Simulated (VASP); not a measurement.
Ti: single point with PBE

Crystal: Ti.

```
CELL_PARAMETERS angstrom
2.90120 0.00000 0.00000
-1.45060 2.51251 0.00000
0.00000 0.00000 4.59274
ATOMIC_POSITIONS crystal
Ti 0.33333 0.66667 0.25000
Ti 0.66667 0.33333 0.75000
```

```json
{
  "Program": "VASP 6.6.1",
  "Task": "single point",
  "Functional": "PBE",
  "Potentials or basis": "VASP PAW PBE potentials, release 64 (Ti_sv)",
  "Cutoff": "520 eV",
  "k mesh": "12 × 12 × 7",
  "Occupations": "fermi-dirac, width 0.05 eV",
  "Spin": "no spin polarisation",
  "Dipole correction": "no",
  "Further INCAR settings": "ALGO = Normal; EDIFF = 1e-07; NBANDS = 19"
}
```

| Quantity | Value |
| --- | --- |
| Pressure | 4.3 GPa |
| Band gap on the k mesh | zero (band 12 reaches 9.52 eV, above the bottom of band 13 at 8.45 eV) |

Stress tensor (GPa, compression positive):
```
4.27 0.00 0.00
0.00 4.27 0.00
0.00 0.00 4.37
```

Levels at points of the mesh, in eV from the Fermi level:
| k point | band 9 | band 10 | band 11 | band 12 | band 13 | band 14 | band 15 | band 16 |
| --- | --- | --- | --- | --- | --- | --- | --- | --- |
| (0.00, 0.00, 0.00) | -6.30 | -2.79 | 0.79 | 0.79 | 0.88 | 0.91 | 1.31 | 1.31 |
| (0.50, 0.00, 0.00) | -2.40 | -2.27 | -1.94 | -0.60 | 0.48 | 0.66 | 1.23 | 3.49 |

Wall time 78 s on 1 thread of Intel Xeon 8259CL, with other jobs on the host, peak memory 0.18 GiB.
